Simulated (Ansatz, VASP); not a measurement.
Given: the input of a run of Ansatz 0.2.0 on Zn.

File input.yaml:

```yaml
crystal:
  lattice:
    - [2.2980179408, -1.325705919, 0.0]
    - [2.2980179408, 1.325705919, 0.0]
    - [-1.6126625833, 0.0, 7.3964772113]
  atoms:
    - { symbol: Zn, position: [0.77801786, 0.77801786, 0.33450498] }
    - { symbol: Zn, position: [0.22198214, 0.22198214, 0.66549502] }
    - { symbol: Zn, position: [0.0, 0.0, 0.0] }
hamiltonian:
  xc: r2scan
  pseudopotentials: { kind: paw }
kpoints:
  mp_grid: { grid: [12, 12, 4] }
scf:
  occupations: { method: fermi_dirac, width: 0.05 }
output:
  forces: true
  stress: true
  eigenvalues: true
```

Potentials or basis: Ansatz PAW.

Command:

```bash
$ ansatz run input.yaml --threads 2 --pin off --max-ram 5632MiB --backend cpu --events-out ev --progress --plain --runs-dir out
```

Q: Set up the same calculation for VASP 6.6.1. Potentials there: VASP PAW PBE potentials, release 64 (Zn).

A: As run (the cutoff follows the program's own potentials):

Contents of POSCAR:

```
Zn
1.0
    2.2980179408     -1.3257059190      0.0000000000
    2.2980179408      1.3257059190      0.0000000000
   -1.6126625833      0.0000000000      7.3964772113
Zn
3
Direct
    0.7780178600      0.7780178600      0.3345049800
    0.2219821400      0.2219821400      0.6654950200
    0.0000000000      0.0000000000      0.0000000000
```

The input INCAR.step1:

```
  ALGO = Normal
  EDIFF = 1E-4
  ENCUT = 520
  GGA = PE
  ISMEAR = -1
  LASPH = True
  LCHARG = False
  LREAL = False
  LWAVE = True
  NBANDS = 25
  NELM = 100
  PREC = Accurate
  SIGMA = 0.05
```

File INCAR.step2:

```
  ALGO = Normal
  EDIFF = 1E-6
  ENCUT = 520
  ISIF = 2
  ISMEAR = -1
  ISTART = 1
  LASPH = True
  LCHARG = False
  LMIXTAU = True
  LREAL = False
  LWAVE = False
  METAGGA = R2SCAN
  NBANDS = 25
  NELM = 100
  PREC = Accurate
  SIGMA = 0.05
```

File KPOINTS:

```
k-points
0
Gamma
  12 12 4
```

Potentials or basis: VASP PAW PBE potentials, release 64 (Zn).

Command:

```console
$ cat potpaw_PBE.64/Zn/POTCAR > POTCAR
$ cp INCAR.step1 INCAR
$ mpirun -np 1 vasp_std > vasp.out
$ cp INCAR.step2 INCAR
$ mpirun -np 1 vasp_std > vasp.out
```

Both were run:

|  | VASP | Ansatz | Ansatz less VASP |
| --- | --- | --- | --- |
| gap on the k mesh at the Fermi level (eV) | none | none | - |
| pressure (GPa) | -2.9 | -3.3 | -0.42 |
| traceless stress, the component that is largest in VASP (GPa) | 4.62 | 4.79 | +0.163 |
| rms of the force components (eV/Å) | 0.007 | 0.002 | -0.0048 |

VASP's potentials were made for PBE, not for r2SCAN. Atom by atom the forces differ by 0.006 eV/Å (rms over components). A gap of «none» marks a metal or a gap that the smearing closes.
